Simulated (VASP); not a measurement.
# Hf (P6_3/mmc) in VASP: notebook

Runs on Hf. Level: LDA. Tasks: relaxation of cell and atoms.

All numbers are computed with VASP 6.6.1; they aren't measurements. Logs are shortened: lines on timing, memory, paths and dates and some standing lists are left out, and cuts for length are marked.

**1. The cell of the first run**

Symmetry: P6_3/mmc, No. 194, hexagonal system. Conventional cell: a = 3.197 Å, b = 3.197 Å, c = 5.058 Å, α = 90.00°, β = 90.00°, γ = 120.00°. Within 4.1 Å of Hf (site symmetry -6m2) lie 12 Hf at 3.13 to 3.20 Å.

**2. Relaxation of cell and atoms, LDA**

Contents of INCAR:

```
SYSTEM = Hf
ALGO = Fast
EDIFF = 1E-6
EDIFFG = -0.002
ENCUT = 600
GGA = CA
IBRION = 2
ISIF = 3
ISMEAR = 0
LASPH = .True.
LCHARG = .False.
LREAL = .False.
LWAVE = .False.
NELM = 80
NSW = 80
PREC = Accurate
SIGMA = 0.1
```

Contents of KPOINTS:

```
k-points
0
Gamma
  16 16 10
  0 0 0
```

Contents of POSCAR:

```
Hf
1.0
    3.1967000000      0.0000000000      0.0000000000
   -1.5983500000      2.7684234083      0.0000000000
    0.0000000000      0.0000000000      5.0578000000
Hf
2
Direct
    0.3333333333      0.6666666667      0.2500000000
    0.6666666667      0.3333333333      0.7500000000
```

Potentials or basis: VASP PAW LDA potentials, release 64 (Hf_pv).

Launch:

```
$ cat potpaw_LDA.64/Hf_pv/POTCAR > POTCAR
$ mpirun -np 1 vasp_std > vasp.out
```

OUTCAR:

```text
SYSTEM = Hf
   EDIFF = 1E-6
   EDIFFG = -0.002
   ENCUT = 600
   GGA = CA
   IBRION = 2
   ISIF = 3
   ISMEAR = 0
   LASPH = .True.
   LREAL = .False.
   NELM = 80
   NSW = 80
   PREC = Accurate

 ion  position               nearest neighbor table
   1  0.333  0.667  0.250-   2 3.13   2 3.13   2 3.13   2 3.13   2 3.13   2 3.13
   2  0.667  0.333  0.750-   1 3.13   1 3.13   1 3.13   1 3.13   1 3.13   1 3.13

  LATTYP: Found a hexagonal cell.
 ALAT       =     3.1967000000
 C/A-ratio  =     1.5821941377

  Lattice vectors:

 A1 = (   3.1967000000,   0.0000000000,   0.0000000000)
 A2 = (  -1.5983500000,   2.7684234083,   0.0000000000)
 A3 = (   0.0000000000,   0.0000000000,   5.0578000000)

Analysis of symmetry for initial positions (statically):
=====================================================================
 Subroutine PRICEL returns:
 Original cell was already a primitive cell.

 Routine SETGRP: Setting up the symmetry group for a
 hexagonal supercell.

 Subroutine GETGRP returns: Found 24 space group operations
 (whereof 12 operations were pure point group operations)
 out of a pool of 24 trial point group operations.

The static configuration has the point symmetry D_3d.
 The point group associated with its full space group is D_6h.

Analysis of symmetry for dynamics (positions and initial velocities):
=====================================================================
 Subroutine PRICEL returns:
 Original cell was already a primitive cell.

 Routine SETGRP: Setting up the symmetry group for a
 hexagonal supercell.

 Subroutine GETGRP returns: Found 24 space group operations
 (whereof 12 operations were pure point group operations)
 out of a pool of 24 trial point group operations.

The dynamic configuration has the point symmetry D_3d.
 The point group associated with its full space group is D_6h.

 Subroutine INISYM returns: Found 24 space group operations
 (whereof 12 operations are pure point group operations),
 and found     1 'primitive' translations

----------------------------------------------------------------------------------------

                                     Primitive cell

  volume of cell :      44.7606

  direct lattice vectors                    reciprocal lattice vectors
     3.196700000  0.000000000  0.000000000     0.312822598  0.180608211  0.000000000
    -1.598350000  2.768423408  0.000000000     0.000000000  0.361216423  0.000000000
     0.000000000  0.000000000  5.057800000     0.000000000  0.000000000  0.197714421

  length of vectors
     3.196700000  3.196700000  5.057800000     0.361216423  0.361216423  0.197714421

  position of ions in fractional coordinates (direct lattice)
     0.333333333  0.666666667  0.250000000
     0.666666667  0.333333333  0.750000000

  ion indices of the primitive-cell ions
   primitive index   ion index
                 1           1
                 2           2

----------------------------------------------------------------------------------------

 KPOINTS: k-points

Automatic generation of k-mesh.
 Grid dimensions read from file:
 generate k-points for:   16   16   10

 Generating k-lattice:

  Cartesian coordinates                     Fractional coordinates (reciprocal lattice)
     0.019551412  0.011288013  0.000000000     0.062500000 -0.000000000  0.000000000
     0.000000000  0.022576026  0.000000000     0.000000000  0.062500000  0.000000000
     0.000000000  0.000000000  0.019771442     0.000000000  0.000000000  0.100000000

  Length of vectors
     0.022576026  0.022576026  0.019771442

  Shift w.r.t. Gamma in fractional coordinates (k-lattice)
     0.000000000  0.000000000  0.000000000

 Subroutine IBZKPT returns following result:
 ===========================================

 Found    180 irreducible k-points:

 Following reciprocal coordinates:
            Coordinates               Weight
  0.000000  0.000000  0.000000      1.000000
  0.062500  0.000000  0.000000      6.000000
  0.125000  0.000000  0.000000      6.000000
  0.187500  0.000000  0.000000      6.000000
  0.250000  0.000000  0.000000      6.000000
  0.312500  0.000000  0.000000      6.000000
[... 16 lines left out ...]
  0.187500  0.187500  0.000000      6.000000
  0.250000  0.187500  0.000000     12.000000
 [... further k-points ...]
   k-points           NKPTS =    180   k-points in BZ     NKDIM =    180   number of bands    NBANDS=     14
   number of dos      NEDOS =    301   number of ions     NIONS =      2
   total plane-waves  NPLWV =  31360
   dimension x,y,z NGX =    28 NGY =   28 NGZ =   40
   dimension x,y,z NGXF=    56 NGYF=   56 NGZF=   80
   ions per type =               2
   NGX,Y,Z   is equivalent  to a cutoff of  14.56, 14.56, 13.15 a.u.
   NGXF,Y,Z  is equivalent  to a cutoff of  29.12, 29.12, 26.30 a.u.
 SYSTEM =  Hf
   PREC   = accura    normal or accurate (medium, high low for compatibility)
   ISTART =      0    job   : 0-new  1-cont  2-samecut
   ICHARG =      2    charge: 1-file 2-atom 10-const
   ISPIN  =      1    spin polarized calculation?
   LNONCOLLINEAR =      F non collinear calculations
   LSORBIT =      F    spin-orbit coupling
   LASPH  =      T    aspherical Exc in radial PAW
   ENCUT  =  600.0 eV  44.10 Ry    6.64 a.u.   6.38  6.38 10.10*2*pi/ulx,y,z
   NELM   =     80;   NELMIN=  2; NELMDL= -5     # of ELM steps
   EDIFF  = 0.1E-05   stopping-criterion for ELM
   LREAL  =      F    real-space projection
   EDIFFG = -.2E-02   stopping-criterion for IOM
   NSW    =     80    number of steps for IOM
   IBRION =      2    ionic relax: 0-MD 1-quasi-New 2-CG
   NFREE  =      1    steps in history (QN), initial steepest desc. (CG)
   ISIF   =      3    stress and relaxation
   ISYM   =      2    0-nonsym 1-usesym 2-fastsym
   POTIM  = 0.5000    time-step for ionic-motion
   TEBEG  =    0.0;   TEEND  =   0.0 temperature during run
   PSTRESS=    0.0 pullay stress
   NELECT =      20.0000    total number of electrons
   NUPDOWN=      -1.0000    fix difference up-down
   EMIN   =  10.00;   EMAX   =-10.00  energy-range for DOS
   EFERMI =   0.00;   METHOD = LEGACY
   ISMEAR =     0;   SIGMA  =   0.10  broadening in eV -4-tet -1-fermi 0-gaus
   EFERMI_NEDOS =   21; number of points for ismear=-14 and -15
   IALGO  =     68    algorithm
   IMIX   =      4    mixing-type and parameters
     AMIX     =   0.40;   BMIX     =  1.00
     AMIX_MAG =   1.60;   BMIX_MAG =  1.00
  volume/ion in A,a.u.               =      22.38       151.03
  Fermi-wavevector in a.u.,A,eV,Ry     =   1.251563  2.365112 21.312311  1.566411
  Thomas-Fermi vector in A             =   2.385505
   LORBIT       =      0    0 simple, 1 ext, 2 COOP (PROOUT), +10 PAW based schemes
   GGA     = CA    functional components
   LHFCALC =     F    Hartree Fock is set to
   AEXX    =    0.0000 exact exchange contribution
   IVDW    =     0    specifies the selected vdW correction
   LEPSILON=     F    determine dielectric tensor
   LRPA    =     F    only Hartree local field effects (RPA)
 conjugate gradient relaxation of ions
 non-spin polarized calculation
 RMM-DIIS sequential band-by-band and
 Gauss-broadening in eV      SIGMA  =   0.10
  energy-cutoff  :      600.00
  volume of cell :       44.76
 maximum number of plane-waves:      1518
 NGX is ok and might be reduce to    28
   NGX = 13   NGY = 13   NGZ = 21

--------------------------------------- Ionic step        1  -------------------------------------------

 number of electron      20.0000001 magnetization

 Free energy of the ion-electron system (eV)
  ---------------------------------------------------
  ext. energy  EPLUGINS =         0.00000000
  ---------------------------------------------------
  free energy    TOTEN  =       -21.31724894 eV

  energy without entropy =      -21.30942908  energy(sigma->0) =      -21.31333901

------------------------ aborting loop because EDIFF is reached ----------------------------------------

  FORCE on cell =-STRESS in cart. coord.  units (eV):
  Direction    XX          YY          ZZ          XY          YZ          ZX
  --------------------------------------------------------------------------------------
  -------------------------------------------------------------------------------------
  Total       -2.1012537     -2.1012537     -2.2048883     -0.0000000      0.0000000      0.0000000
  in kB      -75.2130190    -75.2130190    -78.9225530     -0.0000000      0.0000000      0.0000000
  external PRESSURE =     -76.4495303 kB  Pullay stress =       0.0000000 kB
[... 89 lines left out ...]
  FREE ENERGIE OF THE ION-ELECTRON SYSTEM (eV)
  ---------------------------------------------------
  free  energy   TOTEN  =       -21.3949161484 eV

  energy  without entropy=      -21.3876989523  energy(sigma->0) =      -21.39130755

[... ionic steps 4 to 13 ...]

--------------------------------------- Ionic step       14  -------------------------------------------

 number of electron      19.9999999 magnetization

------------------------ aborting loop because EDIFF is reached ----------------------------------------
[... 67 lines left out ...]
--------------------------------------- Ionic step       16  -------------------------------------------

 number of electron      19.9999999 magnetization

 Free energy of the ion-electron system (eV)
  ---------------------------------------------------
  ext. energy  EPLUGINS =         0.00000000
  ---------------------------------------------------
  free energy    TOTEN  =       -21.39501988 eV

  energy without entropy =      -21.38778537  energy(sigma->0) =      -21.39140263

 E-fermi :   5.3130     XC(G=0): -11.7990

 val. band max:        5.3001396880   @ k =   0.0000   0.0000   0.4000
 cond. band min:       5.3130504133   @ k =   0.3750   0.2500   0.3000
 fundamental gap:      0.0129107254
 Fermi energy:         5.3129888250

 k-point     1 :       0.0000    0.0000    0.0000
  band No.  band energies     occupation
      1     -25.6056      2.00000
      2     -24.6481      2.00000
      3     -24.6481      2.00000
      4     -24.4882      2.00000
      5     -24.4861      2.00000
      6     -24.4861      2.00000
      7      -2.2460      2.00000
      8       1.3703      2.00000
      9       6.3675      0.00000
     10       6.4302      0.00000
     11       6.4302      0.00000
     12       6.7168      0.00000
     13       7.3198      0.00000
     14       7.3198      0.00000
[... 377 lines left out ...]
      1     -25.2197      2.00000
      2     -25.1987      2.00000
      3     -25.1239      2.00000
      4     -24.8707      2.00000
      5     -24.7059      2.00000
      6     -24.6967      2.00000
      7       1.4730      2.00000
      8       3.3055      2.00000
      9       3.5005      2.00000
     10       4.0023      2.00000
     11       5.6496      0.00000
     12       6.2913      0.00000
     13       6.6288      0.00000
     14       9.2440      0.00000

 [... further k-points ...]

------------------------ aborting loop because EDIFF is reached ----------------------------------------

  FORCE on cell =-STRESS in cart. coord.  units (eV):
  Direction    XX          YY          ZZ          XY          YZ          ZX
  --------------------------------------------------------------------------------------
  -------------------------------------------------------------------------------------
  Total       -0.0017033     -0.0017033      0.0004283      0.0000000      0.0000000      0.0000000
  in kB       -0.0654977     -0.0654977      0.0164704      0.0000000      0.0000000      0.0000000
  external PRESSURE =      -0.0381750 kB  Pullay stress =       0.0000000 kB
[... 17 lines left out ...]
  FREE ENERGIE OF THE ION-ELECTRON SYSTEM (eV)
  ---------------------------------------------------
  free  energy   TOTEN  =       -21.3950198844 eV

  energy  without entropy=      -21.3877853742  energy(sigma->0) =      -21.39140263

 reached required accuracy - stopping structural energy minimisation
```

It took 7.3 min on 1 thread of AMD EPYC 9R45 (Zen 5), shared host; peak memory 0.24 GiB.

Results:

* Free energy: -21.3950 eV
* Relaxed volume: 20.83 Å³/atom
* Relaxed cell: a = 3.120 Å, b = 3.120 Å, c = 4.943 Å, α = 90.00°, β = 90.00°, γ = 120.00°
* Space group after relaxing (to 0.1 Å): P6_3/mmc (No. 194)
* Energy gained by relaxing: 38.9 meV/atom
* Ionic steps: 16
* Pressure after relaxing: 0.0 GPa
* Band gap on the k mesh: zero (bands 10 and 11 overlap by 1.54 eV)

The path:
```csv
step,energy change (eV),largest force (eV/Å),pressure (GPa),volume (Å³)
1,0.0000,0.0000,-7.64,44.76
2,0.0482,0.0000,12.34,38.19
3,-0.0777,0.0000,-0.19,41.74
4,-0.0777,0.0000,-0.04,41.68
5,-0.0777,0.0000,0.14,41.62
6,-0.0778,0.0000,-0.13,41.71
7,-0.0778,0.0000,-0.08,41.70
8,-0.0778,0.0000,-0.07,41.69
9,-0.0778,0.0000,0.00,41.66
10,-0.0778,0.0000,0.02,41.66
11,-0.0778,0.0000,0.05,41.66
12,-0.0778,0.0000,0.05,41.66
13,-0.0778,0.0000,-0.05,41.70
14,-0.0778,0.0000,-0.04,41.68
15,-0.0778,0.0000,-0.02,41.67
16,-0.0778,0.0000,0.00,41.67
```

Final structure:
```
Hf
1.0
     3.11984    0.00000    0.00000
    -1.55992    2.70186    0.00000
     0.00000    0.00000    4.94288
Hf
2
Direct
  0.33333 0.66667 0.25000
  0.66667 0.33333 0.75000
```

Levels at points of the mesh, in eV from the Fermi level:
```
           k point  band 6  band 7  band 8  band 9  band 10  band 11  band 12  band 13  band 14
(0.00, 0.00, 0.00)  -29.80   -7.56   -3.94    1.05     1.12     1.12     1.40     2.01     2.01
(0.50, 0.00, 0.00)  -29.91   -3.46   -3.04   -2.47    -0.57     0.69     0.94     1.77     6.29
(0.00, 0.00, 0.50)  -29.88   -5.45   -5.45    0.10     0.10     1.00     1.00     1.00     1.00
(0.50, 0.00, 0.50)  -30.05   -3.65   -3.65   -1.16    -1.16     1.54     1.54     2.73     2.73
```

Caveat: spin-orbit coupling is left out, which moves the levels of the heavy elements.

**3. Relaxation of cell and atoms, LDA, target pressure 50 GPa, at which the enthalpy is minimised**

This run uses another cell than the first one, of 16.94 Å³/atom.

Contents of INCAR:

```
  PREC = Accurate
  ENCUT = 600
  EDIFF = 1E-6
  ISMEAR = 0
  SIGMA = 0.1
  LREAL = F
  LASPH = T
  NELM = 100
  ALGO = Fast
  ISIF = 3
  LWAVE = F
  LCHARG = F
  GGA = CA
  IBRION = 2
  NSW = 80
  EDIFFG = -0.002
  PSTRESS = 500.0
```

Contents of KPOINTS:

```
Automatic mesh
0
Gamma
  16 16 10
```

Contents of POSCAR:

```
Hf
1.0
    2.8892580020      0.0000000000      0.0000000000
   -1.4446290010      2.5021708278      0.0000000000
    0.0000000000      0.0000000000      4.6858685763
Hf
2
Direct
    0.3333333333      0.6666666667      0.2500000000
    0.6666666667      0.3333333333      0.7500000000
```

Potentials or basis: VASP PAW LDA potentials, release 64 (Hf_pv).

Launch:

```
$ cat potpaw_LDA.64/Hf_pv/POTCAR > POTCAR
$ mpirun -np 1 vasp_std > vasp.out
```

Run time: 4.6 min. Hardware: 1 thread of AMD EPYC 9R45 (Zen 5), shared host; peak memory 0.19 GiB.

Results (log left out):

```yaml
Free_energy: -20.1276 eV
Relaxed_volume: 15.94 Å³/atom
Relaxed_cell: a = 2.819 Å, b = 2.819 Å, c = 4.632 Å, α = 90.00°, β = 90.00°, γ = 120.00°
Space_group_after_relaxing_to_0.1_Å: P6_3/mmc (No. 194)
Energy_change_on_relaxing_the_run_minimises_the_enthalpy: +263.3 meV/atom
Ionic_steps: 10
Pressure_after_relaxing: 50.0 GPa
Band_gap_on_the_k_mesh: zero (bands 10 and 11 overlap by 1.70 eV)
```

Step by step:
| step | energy change (eV) | largest force (eV/Å) | pressure (GPa) | volume (Å³) |
| --- | --- | --- | --- | --- |
| 1 | 0.0000 | 0.0000 | 35.18 | 33.88 |
| 2 | 3.0117 | 0.0000 | 112.04 | 26.76 |
| 3 | 0.4763 | 0.0000 | 48.97 | 32.05 |
| 4 | 0.5100 | 0.0000 | 49.86 | 31.94 |
| 5 | 0.5218 | 0.0000 | 50.14 | 31.90 |
| 6 | 0.5295 | 0.0000 | 50.18 | 31.87 |
| 7 | 0.5348 | 0.0000 | 50.18 | 31.86 |
| 8 | 0.5328 | 0.0000 | 50.18 | 31.86 |
| 9 | 0.5095 | 0.0000 | 49.57 | 31.94 |
| 10 | 0.5265 | 0.0000 | 49.99 | 31.88 |

Final structure:
```yaml
crystal:
  lattice:
    - [2.81913, 0.00000, 0.00000]
    - [-1.40956, 2.44144, 0.00000]
    - [0.00000, 0.00000, 4.63227]
  atoms:
    - { symbol: Hf, position: [0.33333, 0.66667, 0.25000] }
    - { symbol: Hf, position: [0.66667, 0.33333, 0.75000] }
```

Levels at points of the mesh, in eV from the Fermi level:
```
           k point  band 7  band 8  band 9  band 10  band 11  band 12  band 13  band 14
(0.00, 0.00, 0.00)   -8.25   -4.92    0.97     1.17     1.17     2.28     2.28     2.31
(0.50, 0.00, 0.00)   -4.33   -3.95   -3.61     0.57     0.84     1.10     2.18     8.76
(0.00, 0.00, 0.50)   -5.74   -5.74   -0.12    -0.12     1.11     1.11     1.11     1.11
(0.50, 0.00, 0.50)   -4.71   -4.71   -2.06    -2.06     3.13     3.13     3.58     3.58
```

Caveat: the cell is relaxed towards a set pressure, so the run minimises the enthalpy, not the energy; spin-orbit coupling is left out, which moves the levels of the heavy elements. Zero-point motion and thermal expansion aren't in these numbers.
